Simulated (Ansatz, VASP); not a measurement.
# Al in VASP and in Ansatz

```
Al
1.0
     5.60633   -0.14719    0.00179
    -0.15393    4.62548   -0.00077
    -0.00243    0.00019    5.06588
Al
8
Direct
  0.87515 0.00004 0.08748
  0.12508 0.00004 0.58749
  0.12487 0.50005 0.91249
  0.87489 0.50005 0.41251
  0.37515 0.99996 0.08748
  0.62510 0.99995 0.58746
  0.62489 0.49999 0.91255
  0.37488 0.49993 0.41254
```

Change from the starting cell: simple cubic type (Pm-3m, No. 221); cell x8, atoms moved at random (sigma 0.1 Å) and cell strained at random (1.5 %), then relaxed without symmetry.

Alike in both runs: functional PBEsol; k mesh 4 × 4 × 4; occupations gaussian, width 0.1 eV; no spin polarisation.

Ansatz relaxed the structure, and its values are those at the end. VASP's run is a single point on that final structure, the one shown.

```csv
,VASP,Ansatz
version,VASP 6.6.1,Ansatz 0.2.0
potentials or method,"VASP PAW PBE potentials, release 64 (Al), cutoff 520 eV","scalar-relativistic, plane waves, PAW"
valence electrons in the cell,24,24
```

|  | VASP | Ansatz | Ansatz less VASP |
| --- | --- | --- | --- |
| gap on the k mesh at the Fermi level (eV) | none | none | - |
| pressure (GPa) | 0.1 | 0.0 | -0.06 |

VASP's potentials were made for PBE, not for PBEsol. A gap of «none» marks a metal or a gap that the smearing closes. With one functional, cell and mesh, what is left measures potentials, basis and numerics.
